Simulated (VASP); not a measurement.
# HfSiO4 (Cmmm) in VASP: a series of runs

Runs on HfSiO4. Level: PBE. Tasks: single point, relaxation of cell and atoms.

Program: VASP 6.6.1. These are calculated values, not measurements. Logs are shortened: lines on timing, memory, paths and dates and some standing lists are left out, and cuts for length are marked.

## 1. The cell of the first run

Symmetry: Cmmm, No. 65, orthorhombic system. Conventional cell: a = 6.387 Å, b = 6.580 Å, c = 2.975 Å, α = 90.00°, β = 90.00°, γ = 90.00°. Hf (site symmetry mmm) has 6 O at 2.05 to 2.12 Å within 2.7 Å. Si (site symmetry mmm) has 6 O at 1.78 to 1.89 Å within 2.4 Å. O (site symmetry m2m) has 2 Si at 1.89 Å and 1 Hf at 2.12 Å and 1 O at 2.34 Å within 2.5 Å. Within 2.4 Å of O (site symmetry 2mm) lie 1 Si at 1.78 Å and 2 Hf at 2.05 Å.

## 2. Single point, PBE

File INCAR:

```
SYSTEM = HfSiO4
PREC = Accurate ; ENCUT = 600
EDIFF = 1E-6 ; ISMEAR = 0
SIGMA = 0.1 ; LREAL = .False.
LASPH = .True. ; NELM = 120
ALGO = Normal ; ISIF = 2
LWAVE = .False. ; LCHARG = .False.
GGA = PE ; NBANDS = 28
GGA_COMPAT = .False.
```

File KPOINTS:

```
regular mesh
0
Gamma
  4 4 6
  0 0 0
```

File POSCAR:

```
HfSiO4
1.0
    3.2899417355     -3.1936371409      0.0000000000
    3.2899417355      3.1936371409      0.0000000000
    0.0000000000      0.0000000000      2.9746793578
Hf Si O
1 1 4
Direct
    0.5000000000      0.5000000000      0.5000000000
    0.0000000000      0.0000000000      0.0000000000
    0.1781220860      0.1781220860      0.5000000000
    0.7213266596      0.2786733404      0.0000000000
    0.2786733404      0.7213266596      0.0000000000
    0.8218779140      0.8218779140      0.5000000000
```

Potentials or basis: VASP PAW PBE potentials, release 64 (Hf_pv, Si, O).

Run with:

```console
> cat potpaw_PBE.64/Hf_pv/POTCAR potpaw_PBE.64/Si/POTCAR potpaw_PBE.64/O/POTCAR > POTCAR
> mpirun -np 1 vasp_std > vasp.out
```

OUTCAR:

```text
SYSTEM = HfSiO4
   PREC = Accurate
   ENCUT = 600
   EDIFF = 1E-6
   ISMEAR = 0
   LREAL = .False.
   LASPH = .True.
   NELM = 120
   ISIF = 2
   GGA = PE

 ion  position               nearest neighbor table
   1  0.500  0.500  0.500-   4 2.05   5 2.05   4 2.05   5 2.05   3 2.12   6 2.12
   2  0.000  0.000  0.000-   4 1.78   5 1.78   3 1.89   6 1.89   3 1.89   6 1.89
   3  0.178  0.178  0.500-   2 1.89   2 1.89   1 2.12
   4  0.721  0.279  0.000-   2 1.78   1 2.05   1 2.05
   5  0.279  0.721  0.000-   2 1.78   1 2.05   1 2.05
   6  0.822  0.822  0.500-   2 1.89   2 1.89   1 2.12

  LATTYP: Found a base centered orthorhombic cell.
 ALAT       =     6.3872742818
 B/A-ratio  =     1.0301551461
 C/A-ratio  =     0.4657196836

  Lattice vectors:

 A1 = (  -3.2899417355,  -3.1936371409,   0.0000000000)
 A2 = (   3.2899417355,  -3.1936371409,   0.0000000000)
 A3 = (   0.0000000000,   0.0000000000,   2.9746793578)

Analysis of symmetry for initial positions (statically):
=====================================================================
 Subroutine PRICEL returns:
 Original cell was already a primitive cell.

 Routine SETGRP: Setting up the symmetry group for a
 base centered orthorhombic supercell.

 Subroutine GETGRP returns: Found  8 space group operations
 (whereof  8 operations were pure point group operations)
 out of a pool of  8 trial point group operations.

The static configuration has the point symmetry D_2h.

Analysis of symmetry for dynamics (positions and initial velocities):
=====================================================================
 Subroutine PRICEL returns:
 Original cell was already a primitive cell.

 Routine SETGRP: Setting up the symmetry group for a
 base centered orthorhombic supercell.

 Subroutine GETGRP returns: Found  8 space group operations
 (whereof  8 operations were pure point group operations)
 out of a pool of  8 trial point group operations.

The dynamic configuration has the point symmetry D_2h.

 Subroutine INISYM returns: Found  8 space group operations
 (whereof  8 operations are pure point group operations),
 and found     1 'primitive' translations

----------------------------------------------------------------------------------------

                                     Primitive cell

  volume of cell :      62.5092
[... 92 lines left out ...]
   LNONCOLLINEAR =      F non collinear calculations
   LSORBIT =      F    spin-orbit coupling
   LASPH  =      T    aspherical Exc in radial PAW
   ENCUT  =  600.0 eV  44.10 Ry    6.64 a.u.   9.16  9.16  5.94*2*pi/ulx,y,z
   NELM   =    120;   NELMIN=  2; NELMDL= -5     # of ELM steps
   EDIFF  = 0.1E-05   stopping-criterion for ELM
   LREAL  =      F    real-space projection
   EDIFFG = 0.1E-04   stopping-criterion for IOM
   NSW    =      0    number of steps for IOM
   IBRION =     -1    ionic relax: 0-MD 1-quasi-New 2-CG
   NFREE  =      0    steps in history (QN), initial steepest desc. (CG)
   ISIF   =      2    stress and relaxation
   ISYM   =      2    0-nonsym 1-usesym 2-fastsym
   POTIM  = 0.5000    time-step for ionic-motion
   TEBEG  =    0.0;   TEEND  =   0.0 temperature during run
   PSTRESS=    0.0 pullay stress
   NELECT =      38.0000    total number of electrons
   NUPDOWN=      -1.0000    fix difference up-down
   EMIN   =  10.00;   EMAX   =-10.00  energy-range for DOS
   EFERMI =   0.00;   METHOD = LEGACY
   ISMEAR =     0;   SIGMA  =   0.10  broadening in eV -4-tet -1-fermi 0-gaus
   EFERMI_NEDOS =   21; number of points for ismear=-14 and -15
   IALGO  =     38    algorithm
   IMIX   =      4    mixing-type and parameters
     AMIX     =   0.40;   BMIX     =  1.00
     AMIX_MAG =   1.60;   BMIX_MAG =  1.00
  volume/ion in A,a.u.               =      10.42        70.31
  Fermi-wavevector in a.u.,A,eV,Ry     =   1.386824  2.620718 26.167828  1.923281
  Thomas-Fermi vector in A             =   2.511103
   LORBIT       =      0    0 simple, 1 ext, 2 COOP (PROOUT), +10 PAW based schemes
   GGA     = PE    functional components
   LHFCALC =     F    Hartree Fock is set to
   AEXX    =    0.0000 exact exchange contribution
   IVDW    =     0    specifies the selected vdW correction
   LEPSILON=     F    determine dielectric tensor
   LRPA    =     F    only Hartree local field effects (RPA)
 non-spin polarized calculation
 Gauss-broadening in eV      SIGMA  =   0.10
  energy-cutoff  :      600.00
  volume of cell :       62.51
 maximum number of plane-waves:      2114
 NGX is ok and might be reduce to    40
   NGX = 19   NGY = 19   NGZ = 11

 number of electron      37.9999993 magnetization

 Free energy of the ion-electron system (eV)
  ---------------------------------------------------
  ext. energy  EPLUGINS =         0.00000000
  ---------------------------------------------------
  free energy    TOTEN  =       -52.62417519 eV

  energy without entropy =      -52.62417519  energy(sigma->0) =      -52.62417519

 E-fermi :   4.9705     XC(G=0): -11.3546

 val. band max:        4.4973098315   @ k =   0.0000   0.0000   0.0000
 cond. band min:       6.2688905098   @ k =   0.0000   0.0000   0.0000
 fundamental gap:      1.7715806784
 Fermi energy:         4.9705303039

 k-point     1 :       0.0000    0.0000    0.0000
  band No.  band energies     occupation
      1     -25.4948      2.00000
      2     -25.2911      2.00000
      3     -25.1525      2.00000
      4     -15.3175      2.00000
      5     -12.9007      2.00000
      6     -12.8699      2.00000
[... 733 lines left out ...]
     27      16.3896      0.00000
     28      16.5958      0.00000

 [... further k-points ...]
[... 5 lines left out ...]
  --------------------------------------------------------------------------------------
  -------------------------------------------------------------------------------------
  Total       -0.7329666     -0.7441503     -0.7557680      0.0000000      0.0000000      0.0000000
  in kB      -18.7867154    -19.0733651    -19.3711396      0.0000000      0.0000000      0.0000000
  external PRESSURE =     -19.0770734 kB  Pullay stress =       0.0000000 kB

 VOLUME and BASIS-vectors are now :
 -----------------------------------------------------------------------------
  energy-cutoff  :      600.00
  volume of cell :       62.51
      direct lattice vectors                 reciprocal lattice vectors
     3.289941735 -3.193637141  0.000000000     0.151978375 -0.156561305  0.000000000
     3.289941735  3.193637141  0.000000000     0.151978375  0.156561305  0.000000000
     0.000000000  0.000000000  2.974679358     0.000000000  0.000000000  0.336170686

 POSITION                                       TOTAL-FORCE (eV/Angst)
 -----------------------------------------------------------------------------------
      3.28994      0.00000      1.48734        -0.000000     -0.000000     -0.000000
      0.00000      0.00000      0.00000        -0.000000     -0.000000     -0.000000
      1.17202      0.00000      1.48734         0.146685     -0.000000      0.000000
      3.28994     -1.41367      0.00000        -0.000000      0.232380     -0.000000
      3.28994      1.41367      0.00000        -0.000000     -0.232380      0.000000
      5.40786      0.00000      1.48734        -0.146685     -0.000000     -0.000000
 -----------------------------------------------------------------------------------
    total drift:                               -0.000000     -0.000000     -0.000000

  FREE ENERGIE OF THE ION-ELECTRON SYSTEM (eV)
  ---------------------------------------------------
  free  energy   TOTEN  =       -52.6241751911 eV

  energy  without entropy=      -52.6241751911  energy(sigma->0) =      -52.62417519
```

Run time: 23 s. Hardware: 1 thread of Intel Xeon 6975P-C (Granite Rapids), shared host; peak memory 0.22 GiB.

What came out:

- Free energy: -52.6242 eV
- Pressure: -1.9 GPa
- Largest force: 0.232 eV/Å
- Band gap on the k mesh: 1.77 eV, direct

Forces on the atoms (eV/Å):
```
Hf   0.000  0.000  0.000
Si   0.000  0.000  0.000
O    0.147  0.000  0.000
O    0.000  0.232  0.000
O    0.000 -0.232  0.000
O   -0.147  0.000  0.000
```

Levels at points of the mesh, in eV from the valence-band top:
```tsv
k point	band 15	band 16	band 17	band 18	band 19	band 20	band 21	band 22	band 23	band 24
(0.00, 0.00, 0.00)	-2.48	-1.23	-0.72	-0.65	0.00	1.77	5.12	5.84	6.06	6.33
(0.50, 0.00, 0.00)	-2.91	-2.40	-1.88	-1.13	-0.49	2.73	5.55	5.57	5.63	7.33
(0.50, 0.50, 0.00)	-2.59	-1.68	-1.44	-1.42	-1.36	2.41	5.65	5.88	6.36	7.72
(0.00, 0.00, 0.50)	-2.98	-2.80	-2.23	-1.16	-0.61	4.82	5.29	7.09	8.01	8.29
(0.50, 0.00, 0.50)	-2.66	-2.40	-1.57	-1.44	-1.05	3.77	4.64	7.32	8.18	9.94
(0.50, 0.50, 0.50)	-1.79	-1.72	-1.17	-0.92	-0.41	3.93	4.71	7.04	7.33	8.89
```

Caveat: spin-orbit coupling is left out, which moves the levels of the heavy elements. A k mesh can miss the band edges.

## 3. Single point, PBE

This run uses another cell than the first one, of 11.85 Å³/atom, 1.137 times its volume.

File INCAR:

```
SYSTEM = HfSiO4
PREC = Accurate
ENCUT = 600
EDIFF = 1E-6
ISMEAR = 0
SIGMA = 0.1
LREAL = .False.
LASPH = .True.
NELM = 120
ALGO = Normal
ISIF = 2
LWAVE = .False.
LCHARG = .False.
GGA = PE
NBANDS = 28
GGA_COMPAT = .False.
```

File KPOINTS:

```
Automatic mesh
0
Gamma
  4 4 6
  0 0 0
```

File POSCAR:

```
HfSiO4
1.0
    3.3543513700     -3.3543513700      0.0000000000
    3.3543513700      3.3543513700      0.0000000000
    0.0000000000      0.0000000000      3.1589586700
Hf Si O
1 1 4
Direct
    0.5000000000      0.5000000000      0.5000000000
    0.0000000000      0.0000000000      0.0000000000
    0.1949551200      0.1949551200      0.5000000000
    0.6949551200      0.3050448800      0.0000000000
    0.3050448800      0.6949551200      0.0000000000
    0.8050448800      0.8050448800      0.5000000000
```

Potentials or basis: VASP PAW PBE potentials, release 64 (Hf_pv, Si, O).

Run with:

```console
> cat potpaw_PBE.64/Hf_pv/POTCAR potpaw_PBE.64/Si/POTCAR potpaw_PBE.64/O/POTCAR > POTCAR
> mpirun -np 1 vasp_std > vasp.out
```

It took 29 s on 1 thread of Intel Xeon 6975P-C (Granite Rapids), shared host; peak memory 0.23 GiB.

The run converged. Its results:

```
Free energy            : -50.9173 eV
Pressure               : -16.4 GPa
Largest force          : 3.682 eV/Å
Band gap on the k mesh : 1.29 eV, direct
```

Forces in eV/Å, atoms in the order of the input:
```
Hf   0.000  0.000  0.000
Si   0.000  0.000  0.000
O   -3.682  0.000  0.000
O    0.000 -3.074  0.000
O    0.000  3.074  0.000
O    3.682  0.000  0.000
```

Stress tensor (GPa, compression positive):
```
 -6.10   0.00   0.00
  0.00 -20.72   0.00
  0.00   0.00 -22.42
```

Levels at points of the mesh, in eV from the valence-band top:
```
           k point  band 16  band 17  band 18  band 19  band 20  band 21  band 22  band 23
(0.00, 0.00, 0.00)    -0.93    -0.65    -0.58     0.00     1.29     4.72     5.24     6.16
(0.50, 0.00, 0.00)    -1.94    -1.20    -0.74    -0.67     3.26     4.21     5.20     5.63
(0.50, 0.50, 0.00)    -1.59    -1.24    -1.12    -1.12     1.84     4.99     6.13     6.20
(0.00, 0.00, 0.50)    -2.11    -1.79    -1.35    -0.85     4.35     5.82     6.13     6.17
(0.50, 0.00, 0.50)    -1.83    -1.62    -1.06    -0.90     3.61     5.26     6.59     6.59
(0.50, 0.50, 0.50)    -1.33    -1.09    -0.93    -0.48     3.82     5.17     5.35     6.63
```

Caveat: spin-orbit coupling is left out, which moves the levels of the heavy elements; forces of over 1 eV/Å act on the atoms, so gaps and moduli don't describe the material at rest.

[end of part 1 of 2]
